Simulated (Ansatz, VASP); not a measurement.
## Ti in VASP and in Ansatz

Contents of INCAR:

```
SYSTEM = Ti
PREC     = Accurate       ! precision mode
ENCUT    = 520            ! plane-wave cutoff, eV
EDIFF    = 1E-7           ! SCF threshold, eV
ISMEAR   = 0              ! smearing method
SIGMA    = 0.15           ! smearing width, eV
LREAL    = .FALSE.        ! projectors in reciprocal space
LASPH    = .TRUE.         ! aspherical terms in the spheres
NELM     = 80             ! most SCF steps
ALGO     = Fast           ! electronic algorithm
ISIF     = 2              ! what is computed and relaxed
LWAVE    = .FALSE.        ! write WAVECAR
LCHARG   = .FALSE.        ! write CHGCAR
GGA      = PE             ! functional
NBANDS   = 12             ! bands
```

KPOINTS

```
Automatic mesh
0
G
  22 22 22
  0 0 0
```

POSCAR

```
Ti
1.0
   -1.5744667369      1.5744667369      1.4611051319
    1.5744667369     -1.5744667369      1.4611051319
    1.5744667369      1.5744667369     -1.4611051319
Ti
1
Direct
    0.0000000000      0.0000000000      0.0000000000
```

Input for Ansatz:

```yaml
crystal:
  lattice:
    - [-1.5744667369, 1.5744667369, 1.4611051319]
    - [1.5744667369, -1.5744667369, 1.4611051319]
    - [1.5744667369, 1.5744667369, -1.4611051319]
  atoms:
    - { symbol: Ti, position: [0.0, 0.0, 0.0] }
basis:
  ecutwfc: 520.0
kpoints:
  mp_grid: { grid: [22, 22, 22] }
hamiltonian:
  xc: pbe
  pseudopotentials: { kind: paw, azcp: { folder: soft_1 } }
scf:
  occupations: { method: gaussian, width: 0.15 }
output:
  forces: true
  stress: true
  eigenvalues: true
```

Alike in both runs: task single point; functional PBE; k mesh 22 × 22 × 22; occupations gaussian, width 0.15 eV; no spin polarisation.

```csv
,VASP,Ansatz
version,VASP 6.6.1,Ansatz 0.2.0
potentials or method,"VASP PAW PBE potentials, release 64 (Ti_sv), cutoff 520 eV","scalar-relativistic, plane waves, PAW"
valence electrons in the cell,12,12
```

VASP gave:

```
gap on the k mesh at the Fermi level (eV)                     : none
pressure (GPa)                                                : 24.1
traceless stress, the component that is largest in VASP (GPa) : -1.51
```

Q: What did Ansatz give for the same quantities?

A: gap on the k mesh at the Fermi level (eV): none; pressure (GPa): 24.8; traceless stress, the component that is largest in VASP (GPa): -1.46.

A gap of «none» marks a metal or a gap that the smearing closes.
